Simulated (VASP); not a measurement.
# HfB (Fm-3m) in VASP: notebook, part 2 of 2

VASP 6.6.1. The steps go on from the part before.

## (3) Single point, PBEsol (volume scaled by 1.04)

INCAR

```
SYSTEM = HfB
ALGO     = Normal         ! electronic algorithm
EDIFF    = 1E-7           ! SCF threshold, eV
ENCUT    = 520            ! plane-wave cutoff, eV
GGA      = PS             ! functional
ISIF     = 2              ! what is computed and relaxed
ISMEAR   = -1             ! smearing method
LASPH    = .TRUE.         ! aspherical terms in the spheres
LCHARG   = .FALSE.        ! write CHGCAR
LREAL    = .FALSE.        ! projectors in reciprocal space
LWAVE    = .FALSE.        ! write WAVECAR
NBANDS   = 14             ! bands
NELM     = 60             ! most SCF steps
PREC     = Accurate       ! precision mode
SIGMA    = 0.05           ! smearing width, eV
```

KPOINTS

```
k-points
0
G
  10 10 10
  0 0 0
```

POSCAR

```
HfB
1.0
    0.0000000000      2.3403982228      2.3403982228
    2.3403982228      0.0000000000      2.3403982228
    2.3403982228      2.3403982228      0.0000000000
Hf B
1 1
Direct
    0.5000000000      0.5000000000      0.5000000000
    0.0000000000      0.0000000000      0.0000000000
```

Potentials or basis: VASP PAW PBE potentials, release 64 (Hf_pv, B).

On the command line:

```console
> cat potpaw_PBE.64/Hf_pv/POTCAR potpaw_PBE.64/B/POTCAR > POTCAR
> mpirun -np 1 vasp_std > vasp.out
```

OUTCAR:

```text
SYSTEM = HfB
   EDIFF = 1E-7
   ENCUT = 520
   GGA = PS
   ISIF = 2
   ISMEAR = -1
   LASPH = .TRUE.
   LREAL = .FALSE.
   NELM = 60
   PREC = Accurate

 ion  position               nearest neighbor table
   1  0.500  0.500  0.500-   2 2.34   2 2.34   2 2.34   2 2.34   2 2.34   2 2.34
   2  0.000  0.000  0.000-   1 2.34   1 2.34   1 2.34   1 2.34   1 2.34   1 2.34

  LATTYP: Found a face centered cubic cell.
 ALAT       =     4.6807964456

  Lattice vectors:

 A1 = (   0.0000000000,   2.3403982228,   2.3403982228)
 A2 = (   2.3403982228,   0.0000000000,   2.3403982228)
 A3 = (   2.3403982228,   2.3403982228,   0.0000000000)

Analysis of symmetry for initial positions (statically):
=====================================================================
 Subroutine PRICEL returns:
 Original cell was already a primitive cell.

 Routine SETGRP: Setting up the symmetry group for a
 face centered cubic supercell.

 Subroutine GETGRP returns: Found 48 space group operations
 (whereof 48 operations were pure point group operations)
 out of a pool of 48 trial point group operations.

The static configuration has the point symmetry O_h .

Analysis of symmetry for dynamics (positions and initial velocities):
=====================================================================
 Subroutine PRICEL returns:
 Original cell was already a primitive cell.

 Routine SETGRP: Setting up the symmetry group for a
 face centered cubic supercell.

 Subroutine GETGRP returns: Found 48 space group operations
 (whereof 48 operations were pure point group operations)
 out of a pool of 48 trial point group operations.

The dynamic configuration has the point symmetry O_h .

 Subroutine INISYM returns: Found 48 space group operations
 (whereof 48 operations are pure point group operations),
 and found     1 'primitive' translations

----------------------------------------------------------------------------------------

                                     Primitive cell

[... 114 lines left out ...]
   LORBIT       =      0    0 simple, 1 ext, 2 COOP (PROOUT), +10 PAW based schemes
   GGA     = PS    functional components
   LHFCALC =     F    Hartree Fock is set to
   AEXX    =    0.0000 exact exchange contribution
   IVDW    =     0    specifies the selected vdW correction
   LEPSILON=     F    determine dielectric tensor
   LRPA    =     F    only Hartree local field effects (RPA)
 non-spin polarized calculation
  energy-cutoff  :      520.00
  volume of cell :       25.64
 maximum number of plane-waves:       701
 NGX is ok and might be reduce to    28
   NGX = 13   NGY = 13   NGZ = 13

 number of electron      13.0000001 magnetization

 Free energy of the ion-electron system (eV)
  ---------------------------------------------------
  ext. energy  EPLUGINS =         0.00000000
  ---------------------------------------------------
  free energy    TOTEN  =       -18.32467119 eV

  energy without entropy =      -18.31225084  energy(sigma->0) =      -18.31846102

 E-fermi :   4.7230     XC(G=0): -12.2178

 val. band max:        4.7062213296   @ k =  -0.2000   0.1000   0.0000
 cond. band min:       4.7311653613   @ k =   0.5000   0.3000   0.1000
 fundamental gap:      0.0249440317
 Fermi energy:         4.7229796916

 k-point     1 :       0.0000    0.0000    0.0000
  band No.  band energies     occupation
      1     -23.7053      2.00000
      2     -23.7053      2.00000
      3     -23.7053      2.00000
      4      -4.6913      2.00000
      5       6.8631      0.00000
      6       6.8631      0.00000
      7       6.8631      0.00000
      8       8.6265      0.00000
      9       8.6265      0.00000
     10       8.6265      0.00000
     11       8.7985      0.00000
     12       8.7985      0.00000
     13      16.2502      0.00000
     14      17.1901      0.00000
[... 377 lines left out ...]
      1     -24.1812      2.00000
      2     -23.8991      2.00000
      3     -23.8793      2.00000
      4      -1.7968      2.00000
      5       2.6002      2.00000
      6       3.9972      2.00000
      7       6.0399      0.00000
      8       6.8263      0.00000
      9      10.8263      0.00000
     10      12.3741      0.00000
     11      12.6568      0.00000
     12      16.6186      0.00000
     13      17.0805      0.00000
     14      19.7282      0.00000

 [... further k-points ...]
[... 5 lines left out ...]
  --------------------------------------------------------------------------------------
  -------------------------------------------------------------------------------------
  Total        2.3108510      2.3108510      2.3108510      0.0000000      0.0000000     -0.0000000
  in kB      144.4053394    144.4053394    144.4053394      0.0000000      0.0000000     -0.0000000
  external PRESSURE =     144.4053394 kB  Pullay stress =       0.0000000 kB

 VOLUME and BASIS-vectors are now :
 -----------------------------------------------------------------------------
  energy-cutoff  :      520.00
  volume of cell :       25.64
      direct lattice vectors                 reciprocal lattice vectors
     0.000000000  2.340398223  2.340398223    -0.213638856  0.213638856  0.213638856
     2.340398223  0.000000000  2.340398223     0.213638856 -0.213638856  0.213638856
     2.340398223  2.340398223  0.000000000     0.213638856  0.213638856 -0.213638856

 POSITION                                       TOTAL-FORCE (eV/Angst)
 -----------------------------------------------------------------------------------
      2.34040      2.34040      2.34040         0.000000      0.000000      0.000000
      0.00000      0.00000      0.00000        -0.000000     -0.000000     -0.000000
 -----------------------------------------------------------------------------------
    total drift:                                0.000000      0.000000      0.000000

  FREE ENERGIE OF THE ION-ELECTRON SYSTEM (eV)
  ---------------------------------------------------
  free  energy   TOTEN  =       -18.3246711891 eV

  energy  without entropy=      -18.3122508412  energy(sigma->0) =      -18.31846102
```

OSZICAR:

```text
N       E                     dE             d eps       ncg     rms          rms(c)
DAV:   1     0.206904491925E+02    0.20690E+02   -0.69290E+03  1324   0.862E+02
DAV:   2    -0.189178743645E+02   -0.39608E+02   -0.37726E+02  1664   0.192E+02
DAV:   3    -0.198708097083E+02   -0.95294E+00   -0.94992E+00  1700   0.204E+01
DAV:   4    -0.198742831443E+02   -0.34734E-02   -0.34733E-02  1466   0.155E+00
DAV:   5    -0.198743025732E+02   -0.19429E-04   -0.19429E-04  1714   0.102E-01    0.631E+01
DAV:   6    -0.183945137908E+02    0.14798E+01   -0.23243E+00  1538   0.937E+00    0.397E+01
DAV:   7    -0.183542007299E+02    0.40313E-01   -0.66812E-01  1706   0.524E+00    0.923E+00
DAV:   8    -0.183245536276E+02    0.29647E-01   -0.86862E-02  1472   0.179E+00    0.109E+00
DAV:   9    -0.183246825087E+02   -0.12888E-03   -0.47721E-03  1712   0.493E-01    0.181E-01
DAV:  10    -0.183246716297E+02    0.10879E-04   -0.89537E-05  1474   0.645E-02    0.311E-02
DAV:  11    -0.183246713996E+02    0.23004E-06   -0.51679E-06  1634   0.157E-02    0.875E-03
DAV:  12    -0.183246712711E+02    0.12849E-06   -0.25422E-07  1580   0.400E-03    0.815E-03
DAV:  13    -0.183246711891E+02    0.82055E-07   -0.46401E-08  1162   0.166E-03
   1 F= -.18324671E+02 E0= -.18318461E+02  d E =-.124203E-01
```

Wall time 20 s (1 thread of Intel Xeon Platinum 8259CL at 2.50GHz (Skylake/Cascade Lake), shared host); peak memory 0.16 GiB.

Results:

```yaml
Free_energy: -18.3247 eV
Pressure: 14.4 GPa
```

Levels at points of the mesh, in eV from the Fermi level:
| k point | band 3 | band 4 | band 5 | band 6 | band 7 | band 8 | band 9 | band 10 | band 11 | band 12 |
| --- | --- | --- | --- | --- | --- | --- | --- | --- | --- | --- |
| (0.00, 0.00, 0.00) | -28.43 | -9.41 | 2.14 | 2.14 | 2.14 | 3.90 | 3.90 | 3.90 | 4.08 | 4.08 |
| (0.50, 0.00, 0.00) | -28.50 | -4.90 | -4.12 | -1.28 | -1.28 | 6.27 | 6.27 | 7.26 | 8.26 | 13.62 |
| (0.50, 0.50, 0.00) | -28.66 | -6.57 | -1.02 | -0.99 | 2.29 | 2.29 | 6.01 | 7.57 | 7.57 | 8.86 |

Caveat: the cell differs from its parent crystal (volume scaled by 1.04); the PAW data sets were made with another functional, which shifts forces and pressure a little; spin-orbit coupling is left out, which moves the levels of the heavy elements.

## (4) Single point, LDA

This run uses another cell than the first one, of 11.59 Å³/atom, 0.922 times its volume.

INCAR

```
PREC = Accurate
ENCUT = 520
EDIFF = 1E-6
ISMEAR = -1
SIGMA = 0.05
LREAL = False
LASPH = True
NELM = 80
ALGO = Normal
ISIF = 2
LWAVE = False
LCHARG = False
GGA = CA
NBANDS = 14
```

KPOINTS

```
Automatic mesh
0
Gamma
  10 10 10
```

POSCAR

```
HfB
1.0
    0.0000000000      2.2628439111      2.2628439111
    2.2628439111      0.0000000000      2.2628439111
    2.2628439111      2.2628439111      0.0000000000
Hf B
1 1
Direct
    0.5000000000      0.5000000000      0.5000000000
    0.0000000000      0.0000000000      0.0000000000
```

Potentials or basis: VASP PAW LDA potentials, release 64 (Hf_pv, B).

On the command line:

```console
> cat potpaw_LDA.64/Hf_pv/POTCAR potpaw_LDA.64/B/POTCAR > POTCAR
> mpirun -np 1 vasp_std > vasp.out
```

It took 5.3 s on 1 thread of Intel Xeon 6975P-C (Granite Rapids), shared host; peak memory 0.13 GiB.

Results (log left out):

- Free energy: -18.6083 eV
- Pressure: 37.9 GPa

Levels at points of the mesh, in eV from the Fermi level:
```csv
k point,band 3,band 4,band 5,band 6,band 7,band 8,band 9,band 10,band 11,band 12
"(0.00, 0.00, 0.00)",-27.82,-9.60,2.20,2.20,2.20,4.16,4.16,4.16,4.42,4.42
"(0.50, 0.00, 0.00)",-27.91,-5.17,-3.56,-1.50,-1.50,6.87,6.87,8.06,8.94,14.65
"(0.50, 0.50, 0.00)",-28.15,-6.78,-1.29,-0.55,2.66,2.66,6.62,8.36,8.36,10.28
```

Caveat: spin-orbit coupling is left out, which moves the levels of the heavy elements.

## (5) Single point, LDA

This run uses another cell than the first one, of 11.83 Å³/atom, 0.941 times its volume.

INCAR

```
PREC = Accurate ; ENCUT = 520
EDIFF = 1E-7 ; ISMEAR = -1
SIGMA = 0.05 ; LREAL = F
LASPH = T ; NELM = 100
ALGO = Normal ; ISIF = 2
LWAVE = F ; LCHARG = T
GGA = CA ; LELF = T
LVHAR = T ; NBANDS = 14
```

KPOINTS

```
regular mesh
0
Gamma
  10 10 10
```

POSCAR

```
HfB
1.0
    0.0000000000      2.2787799567      2.2787799567
    2.2787799567      0.0000000000      2.2787799567
    2.2787799567      2.2787799567      0.0000000000
Hf B
1 1
Direct
    0.5000000000      0.5000000000      0.5000000000
    0.0000000000      0.0000000000      0.0000000000
```

On the command line:

```console
> cat potpaw_LDA.64/Hf_pv/POTCAR potpaw_LDA.64/B/POTCAR > POTCAR
> mpirun -np 1 vasp_std > vasp.out
```

Wall time 5.4 s (1 thread of Intel Xeon 6975P-C (Granite Rapids), shared host); peak memory 0.13 GiB.

Results (log left out):

| Property | Result |
| --- | --- |
| Free energy | -18.7148 eV |
| Pressure | 31.3 GPa |

Levels at points of the mesh, in eV from the Fermi level:
```
           k point  band 4  band 5  band 6  band 7  band 8  band 9  band 10  band 11
(0.00, 0.00, 0.00)   -9.54    2.18    2.18    2.18    4.10    4.10     4.10     4.34
(0.50, 0.00, 0.00)   -5.10   -3.65   -1.46   -1.46    6.72    6.72     7.87     8.82
(0.50, 0.50, 0.00)   -6.72   -1.23   -0.63    2.58    2.58    6.48     8.17     8.17
```

Caveat: spin-orbit coupling is left out, which moves the levels of the heavy elements.

## (6) Single point, PBE

This run uses another cell than the first one, of 11.59 Å³/atom, 0.922 times its volume.

INCAR

```
SYSTEM = HfB
PREC = Accurate
ENCUT = 520
EDIFF = 1E-6
ISMEAR = -1
SIGMA = 0.05
LREAL = .FALSE.
LASPH = .TRUE.
NELM = 100
ALGO = Normal
ISIF = 2
LWAVE = .FALSE.
LCHARG = .FALSE.
GGA = PE
NBANDS = 14
```

KPOINTS

```
regular mesh
0
G
  10 10 10
  0 0 0
```

POSCAR

```
HfB
1.0
    0.0000000000      2.2628439111      2.2628439111
    2.2628439111      0.0000000000      2.2628439111
    2.2628439111      2.2628439111      0.0000000000
Hf B
1 1
Direct
    0.5000000000      0.5000000000      0.5000000000
    0.0000000000      0.0000000000      0.0000000000
```

Potentials or basis: VASP PAW PBE potentials, release 64 (Hf_pv, B).

On the command line:

```console
> cat potpaw_PBE.64/Hf_pv/POTCAR potpaw_PBE.64/B/POTCAR > POTCAR
> mpirun -np 1 vasp_std > vasp.out
```

It took 6.1 s on 1 thread of Intel Xeon 6975P-C (Granite Rapids), shared host; peak memory 0.14 GiB.

The run converged. Its results:

| Property | Result |
| --- | --- |
| Free energy | -16.7821 eV |
| Pressure | 49.9 GPa |

Levels at points of the mesh, in eV from the Fermi level:
| k point | band 3 | band 4 | band 5 | band 6 | band 7 | band 8 | band 9 | band 10 | band 11 | band 12 |
| --- | --- | --- | --- | --- | --- | --- | --- | --- | --- | --- |
| (0.00, 0.00, 0.00) | -27.95 | -9.75 | 2.28 | 2.28 | 2.28 | 4.15 | 4.15 | 4.15 | 4.48 | 4.48 |
| (0.50, 0.00, 0.00) | -28.04 | -5.20 | -3.78 | -1.48 | -1.48 | 6.99 | 6.99 | 8.16 | 8.83 | 14.67 |
| (0.50, 0.50, 0.00) | -28.27 | -6.91 | -1.26 | -0.67 | 2.61 | 2.61 | 6.69 | 8.49 | 8.49 | 10.32 |

Caveat: spin-orbit coupling is left out, which moves the levels of the heavy elements.

## (7) Overview

```tsv
level	potentials or basis	cell	gap on the mesh (eV)	pressure (GPa)
PBEsol	VASP PAW PBE potentials, release 64 (Hf_pv, B)	a = 3.288 Å, angles 60.0°, 2 atoms	none	19.2
PBEsol	VASP PAW PBE potentials, release 64 (Hf_pv, B)	a = 3.310 Å, angles 60.0°, 2 atoms	none	14.4
LDA	VASP PAW LDA potentials, release 64 (Hf_pv, B)	a = 3.200 Å, angles 60.0°, 2 atoms	none	37.9
LDA	VASP PAW LDA potentials, release 64 (Hf_pv, B)	a = 3.223 Å, angles 60.0°, 2 atoms	none	31.3
PBE	VASP PAW PBE potentials, release 64 (Hf_pv, B)	a = 3.200 Å, angles 60.0°, 2 atoms	none	49.9
```

Alike in all rows: task single point; no spin polarisation; k mesh 10 × 10 × 10; cutoff (eV) 520; smearing fermi-dirac 0.05 eV.

Caveats: spin-orbit coupling is left out, which moves the levels of the heavy elements; the PAW data sets were made with another functional, which shifts forces and pressure a little (some runs).

Absolute energies hang on the potentials; compare differences alone.
